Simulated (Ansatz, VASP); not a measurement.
## Ba: VASP beside Ansatz

```
Ba
1.0
     3.63253   -2.45434    0.00000
     3.63253    2.45434    0.00000
     0.00000    0.00000    7.27813
Ba
2
Direct
  0.74413 0.25587 0.25000
  0.25587 0.74413 0.75000
```

Alike in both runs: task single point; functional PBE; k mesh 4 × 4 × 4; occupations gaussian, width 0.1 eV; no spin polarisation.

```csv
,VASP,Ansatz
version,VASP 6.6.1,Ansatz 0.2.0
potentials or method,"VASP PAW PBE potentials, release 64 (Ba_sv), cutoff 520 eV","scalar-relativistic, plane waves, PAW"
valence electrons in the cell,20,20
```

```csv
,VASP,Ansatz,Ansatz less VASP
gap on the k mesh at the Fermi level (eV),none,none,-
pressure (GPa),-0.1,-0.1,-0.04
"traceless stress, the component that is largest in VASP (GPa)",0.17,0.16,-0.002
rms of the force components (eV/Å),0.022,0.022,-0.0003
```

Atom by atom the forces differ by 0.000 eV/Å (rms over components). A gap of «none» marks a metal or a gap that the smearing closes. The functional is the same, so the differences come from potentials, cutoffs and numerics.

The k mesh is coarse, so the values compare programs but aren't converged. Neither program's run includes spin-orbit coupling.
